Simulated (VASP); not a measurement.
# LiBr (Fm-3m) in VASP: a series of runs

Runs on LiBr. Level: PBE. Tasks: single point.

All numbers are computed with VASP 6.6.1; they aren't measurements. Logs are shortened: lines on timing, memory, paths and dates and some standing lists are left out, and cuts for length are marked.

## 1. The cell of the first run

It takes space group Fm-3m (No. 225, cubic). Conventional cell: a = 5.507 Å, b = 5.507 Å, c = 5.507 Å, α = 90.00°, β = 90.00°, γ = 90.00°. Li (site symmetry m-3m) has 6 Br at 2.75 Å within 3.6 Å. Br (site symmetry m-3m) has 6 Li at 2.75 Å within 3.6 Å.

## 2. Single point, PBE

Input file INCAR:

```
PREC = Accurate ; ENCUT = 750
EDIFF = 1E-6 ; ISMEAR = 0
SIGMA = 0.05 ; LREAL = False
LASPH = True ; NELM = 120
ALGO = Normal ; ISIF = 2
LWAVE = False ; LCHARG = True
GGA = PE ; LELF = True
LVHAR = True ; NBANDS = 12
GGA_COMPAT = False
```

Input file KPOINTS:

```
Automatic mesh
0
Gamma
  10 10 10
```

Input file POSCAR:

```
LiBr
1.0
    0.0000000000      2.7536180072      2.7536180072
    2.7536180072      0.0000000000      2.7536180072
    2.7536180072      2.7536180072      0.0000000000
Li Br
1 1
Direct
    0.0000000000      0.0000000000      0.0000000000
    0.5000000000      0.5000000000      0.5000000000
```

Potentials or basis: VASP PAW PBE potentials, release 64 (Li_sv, Br).

Started as:

```bash
cat potpaw_PBE.64/Li_sv/POTCAR potpaw_PBE.64/Br/POTCAR > POTCAR
mpirun -np 1 vasp_std > vasp.out
```

OUTCAR:

```text
PREC = Accurate
   ENCUT = 750
   EDIFF = 1E-6
   ISMEAR = 0
   LREAL = False
   LASPH = True
   NELM = 120
   ISIF = 2
   GGA = PE

 ion  position               nearest neighbor table
   1  0.000  0.000  0.000-
   2  0.500  0.500  0.500-

  LATTYP: Found a face centered cubic cell.
 ALAT       =     5.5072360144

  Lattice vectors:

 A1 = (   0.0000000000,   2.7536180072,   2.7536180072)
 A2 = (   2.7536180072,   0.0000000000,   2.7536180072)
 A3 = (   2.7536180072,   2.7536180072,   0.0000000000)

Analysis of symmetry for initial positions (statically):
=====================================================================
 Subroutine PRICEL returns:
 Original cell was already a primitive cell.

 Routine SETGRP: Setting up the symmetry group for a
 face centered cubic supercell.

 Subroutine GETGRP returns: Found 48 space group operations
 (whereof 48 operations were pure point group operations)
 out of a pool of 48 trial point group operations.

The static configuration has the point symmetry O_h .

Analysis of symmetry for dynamics (positions and initial velocities):
=====================================================================
 Subroutine PRICEL returns:
 Original cell was already a primitive cell.

 Routine SETGRP: Setting up the symmetry group for a
 face centered cubic supercell.

 Subroutine GETGRP returns: Found 48 space group operations
 (whereof 48 operations were pure point group operations)
 out of a pool of 48 trial point group operations.

The dynamic configuration has the point symmetry O_h .

 Subroutine INISYM returns: Found 48 space group operations
 (whereof 48 operations are pure point group operations),
 and found     1 'primitive' translations

----------------------------------------------------------------------------------------

                                     Primitive cell

  volume of cell :      41.7581

  direct lattice vectors                    reciprocal lattice vectors
     0.000000000  2.753618007  2.753618007    -0.181579289  0.181579289  0.181579289
     2.753618007  0.000000000  2.753618007     0.181579289 -0.181579289  0.181579289
     2.753618007  2.753618007  0.000000000     0.181579289  0.181579289 -0.181579289

  length of vectors
     3.894203931  3.894203931  3.894203931     0.314504554  0.314504554  0.314504554

  position of ions in fractional coordinates (direct lattice)
     0.000000000  0.000000000  0.000000000
     0.500000000  0.500000000  0.500000000

  ion indices of the primitive-cell ions
[... 79 lines left out ...]
   IBRION =     -1    ionic relax: 0-MD 1-quasi-New 2-CG
   NFREE  =      0    steps in history (QN), initial steepest desc. (CG)
   ISIF   =      2    stress and relaxation
   ISYM   =      2    0-nonsym 1-usesym 2-fastsym
   POTIM  = 0.5000    time-step for ionic-motion
   TEBEG  =    0.0;   TEEND  =   0.0 temperature during run
   PSTRESS=    0.0 pullay stress
   NELECT =      10.0000    total number of electrons
   NUPDOWN=      -1.0000    fix difference up-down
   EMIN   =  10.00;   EMAX   =-10.00  energy-range for DOS
   EFERMI =   0.00;   METHOD = LEGACY
   ISMEAR =     0;   SIGMA  =   0.05  broadening in eV -4-tet -1-fermi 0-gaus
   EFERMI_NEDOS =   21; number of points for ismear=-14 and -15
   IALGO  =     38    algorithm
   IMIX   =      4    mixing-type and parameters
     AMIX     =   0.40;   BMIX     =  1.00
     AMIX_MAG =   1.60;   BMIX_MAG =  1.00
  volume/ion in A,a.u.               =      20.88       140.90
  Fermi-wavevector in a.u.,A,eV,Ry     =   1.016626  1.921144 14.062003  1.033528
  Thomas-Fermi vector in A             =   2.149980
   LORBIT       =      0    0 simple, 1 ext, 2 COOP (PROOUT), +10 PAW based schemes
   GGA     = PE    functional components
   LHFCALC =     F    Hartree Fock is set to
   AEXX    =    0.0000 exact exchange contribution
   IVDW    =     0    specifies the selected vdW correction
   LEPSILON=     F    determine dielectric tensor
   LRPA    =     F    only Hartree local field effects (RPA)
 non-spin polarized calculation
 Gauss-broadening in eV      SIGMA  =   0.05
  energy-cutoff  :      750.00
  volume of cell :       41.76
 maximum number of plane-waves:      1980
   NGX = 17   NGY = 17   NGZ = 17

 number of electron      10.0000001 magnetization

 Free energy of the ion-electron system (eV)
  ---------------------------------------------------
  ext. energy  EPLUGINS =         0.00000000
  ---------------------------------------------------
  free energy    TOTEN  =        -6.64150616 eV

  energy without entropy =       -6.64150616  energy(sigma->0) =       -6.64150616

 E-fermi :   0.5752     XC(G=0):  -8.4120

 val. band max:        0.2917315580   @ k =  -0.1000   0.1000   0.0000
 cond. band min:       5.2159759433   @ k =   0.0000   0.0000   0.0000
 fundamental gap:      4.9242443852
 Fermi energy:         0.5751887067

 k-point     1 :       0.0000    0.0000    0.0000
  band No.  band energies     occupation
      1     -44.1142      2.00000
      2     -13.1329      2.00000
      3       0.2881      2.00000
      4       0.2881      2.00000
      5       0.2881      2.00000
      6       5.2160      0.00000
      7      10.7862      0.00000
      8      10.7862      0.00000
      9      10.7862      0.00000
     10      12.5143      0.00000
     11      12.5143      0.00000
     12      12.5143      0.00000
[... 331 lines left out ...]
 k-point    24 :       0.4000    0.3000    0.0000
  band No.  band energies     occupation
      1     -44.1131      2.00000
      2     -12.6241      2.00000
      3      -2.0680      2.00000
      4      -0.7282      2.00000
      5      -0.5955      2.00000
      6       7.0775      0.00000
      7       8.0457      0.00000
      8       9.7701      0.00000
      9      11.4424      0.00000
     10      12.2773      0.00000
     11      15.8232      0.00000
     12      17.3851      0.00000

 [... further k-points ...]
[... 5 lines left out ...]
  --------------------------------------------------------------------------------------
  -------------------------------------------------------------------------------------
  Total        0.0007842      0.0007842      0.0007842      0.0000000      0.0000000      0.0000000
  in kB        0.0300864      0.0300864      0.0300864      0.0000000      0.0000000      0.0000000
  external PRESSURE =       0.0300864 kB  Pullay stress =       0.0000000 kB

 VOLUME and BASIS-vectors are now :
 -----------------------------------------------------------------------------
  energy-cutoff  :      750.00
  volume of cell :       41.76
      direct lattice vectors                 reciprocal lattice vectors
     0.000000000  2.753618007  2.753618007    -0.181579289  0.181579289  0.181579289
     2.753618007  0.000000000  2.753618007     0.181579289 -0.181579289  0.181579289
     2.753618007  2.753618007  0.000000000     0.181579289  0.181579289 -0.181579289

 POSITION                                       TOTAL-FORCE (eV/Angst)
 -----------------------------------------------------------------------------------
      0.00000      0.00000      0.00000         0.000000     -0.000000      0.000000
      2.75362      2.75362      2.75362        -0.000000      0.000000     -0.000000
 -----------------------------------------------------------------------------------
    total drift:                                0.000000      0.000000      0.000000

  FREE ENERGIE OF THE ION-ELECTRON SYSTEM (eV)
  ---------------------------------------------------
  free  energy   TOTEN  =        -6.6415061607 eV

  energy  without entropy=       -6.6415061607  energy(sigma->0) =       -6.64150616
```

stdout:

```text
POSCAR found type information on POSCAR LiBr
 POSCAR found :  2 types and       2 ions
 scaLAPACK will be used
 LDA part: xc-table for (Slater+PW92), standard interpolation
 POSCAR, INCAR and KPOINTS ok, starting setup
 FFT: planning ... GRIDC
 FFT: planning ... GRID_SOFT
 FFT: planning ... GRID
 WAVECAR not read
 entering main loop
```

Wall time 37 s (1 thread of Intel Xeon 8259CL, shared host); peak memory 0.22 GiB.

What came out:

```yaml
Free_energy: -6.6415 eV
Pressure: 0.0 GPa
Band_gap_on_the_k_mesh: 4.92 eV, indirect (the least direct gap lies 3.6 meV higher)
```

Levels at points of the mesh, in eV from the valence-band top:
```
           k point  band 2  band 3  band 4  band 5  band 6  band 7  band 8  band 9
(0.00, 0.00, 0.00)  -13.42    0.00    0.00    0.00    4.92   10.49   10.49   10.49
(0.50, 0.00, 0.00)  -12.96   -2.87   -0.26   -0.26    5.62    8.10    8.10   11.72
(0.50, 0.50, 0.00)  -12.77   -2.87   -1.13   -1.13    6.24    7.12   11.59   12.41
```

A k mesh can miss the band edges. As with any semilocal functional, this PBE gap is likely too small.

## 3. Single point, PBE

This run uses another cell than the first one, of 20.96 Å³/atom, 1.004 times its volume.

Input file INCAR:

```
SYSTEM = LiBr
  PREC = Accurate
  ENCUT = 750
  EDIFF = 1E-6
  ISMEAR = 0
  SIGMA = 0.05
  LREAL = .FALSE.
  LASPH = .TRUE.
  NELM = 120
  ALGO = Normal
  ISIF = 2
  LWAVE = .FALSE.
  LCHARG = .TRUE.
  GGA = PE
  LELF = .TRUE.
  LVHAR = .TRUE.
  NBANDS = 12
  GGA_COMPAT = .FALSE.
```

Input file KPOINTS:

```
regular mesh
0
G
  10 10 10
  0 0 0
```

Input file POSCAR:

```
LiBr
1.0
    0.0000000000      2.7572846134      2.7572846134
    2.7572846134      0.0000000000      2.7572846134
    2.7572846134      2.7572846134      0.0000000000
Li Br
1 1
Direct
    0.0000000000      0.0000000000      0.0000000000
    0.5000000000      0.5000000000      0.5000000000
```

Potentials or basis: VASP PAW PBE potentials, release 64 (Li_sv, Br).

Started as:

```bash
cat potpaw_PBE.64/Li_sv/POTCAR potpaw_PBE.64/Br/POTCAR > POTCAR
mpirun -np 1 vasp_std > vasp.out
```

Wall time 40 s (1 thread of Intel Xeon 8259CL, shared host); peak memory 0.22 GiB.

Results (log left out):

| Property | Result |
| --- | --- |
| Free energy | -6.6415 eV |
| Pressure | -0.1 GPa |
| Band gap on the k mesh | 4.91 eV, indirect (the least direct gap lies 3.5 meV higher) |

Levels at points of the mesh, in eV from the valence-band top:
| k point | band 1 | band 2 | band 3 | band 4 | band 5 | band 6 | band 7 | band 8 | band 9 | band 10 |
| --- | --- | --- | --- | --- | --- | --- | --- | --- | --- | --- |
| (0.00, 0.00, 0.00) | -44.41 | -13.41 | 0.00 | 0.00 | 0.00 | 4.91 | 10.49 | 10.49 | 10.49 | 12.20 |
| (0.50, 0.00, 0.00) | -44.41 | -12.95 | -2.85 | -0.26 | -0.26 | 5.62 | 8.10 | 8.10 | 11.68 | 14.00 |
| (0.50, 0.50, 0.00) | -44.41 | -12.76 | -2.85 | -1.13 | -1.13 | 6.23 | 7.12 | 11.56 | 12.38 | 12.38 |

## 4. Single point, PBE

This run uses another cell than the first one, of 20.92 Å³/atom, 1.002 times its volume.

Input file INCAR:

```
ALGO = Normal
EDIFF = 1E-6
ENCUT = 750
GGA = PE
GGA_COMPAT = False
ISIF = 2
ISMEAR = 0
LASPH = True
LCHARG = False
LREAL = False
LWAVE = False
NBANDS = 12
NELM = 120
PREC = Accurate
SIGMA = 0.05
```

Input file KPOINTS:

```
k-points
0
Gamma
  10 10 10
```

Input file POSCAR:

```
LiBr
1.0
    0.0000000000      2.7554779919      2.7554779919
    2.7554779919      0.0000000000      2.7554779919
    2.7554779919      2.7554779919      0.0000000000
Li Br
1 1
Direct
    0.0000000000      0.0000000000      0.0000000000
    0.5000000000      0.5000000000      0.5000000000
```

Started as:

```bash
cat potpaw_PBE.64/Li_sv/POTCAR potpaw_PBE.64/Br/POTCAR > POTCAR
mpirun -np 1 vasp_std > vasp.out
```

It took 45 s on 1 thread of Intel Xeon 8259CL, shared host; peak memory 0.22 GiB.

Results (log left out):

- Free energy: -6.6415 eV
- Pressure: 0.0 GPa
- Band gap on the k mesh: 4.92 eV, indirect (the least direct gap lies 3.5 meV higher)

Levels at points of the mesh, in eV from the valence-band top:
```tsv
k point	band 3	band 4	band 5	band 6	band 7	band 8
(0.00, 0.00, 0.00)	0.00	0.00	0.00	4.92	10.49	10.49
(0.50, 0.00, 0.00)	-2.86	-0.26	-0.26	5.62	8.10	8.10
(0.50, 0.50, 0.00)	-2.86	-1.13	-1.13	6.24	7.12	11.58
```

## 5. Overview

| cell | gap on the mesh (eV) | pressure (GPa) |
| --- | --- | --- |
| a = 3.894 Å, angles 60.0°, 2 atoms | 4.92 | 0.0 |
| a = 3.899 Å, angles 60.0°, 2 atoms | 4.91 | -0.1 |
| a = 3.897 Å, angles 60.0°, 2 atoms | 4.92 | 0.0 |

Alike in all rows: task single point; level PBE; potentials or basis VASP PAW PBE potentials, release 64 (Li_sv, Br); no spin polarisation; k mesh 10 × 10 × 10; cutoff (eV) 750; smearing gaussian 0.05 eV.

Absolute energies hang on the potentials; compare differences alone.
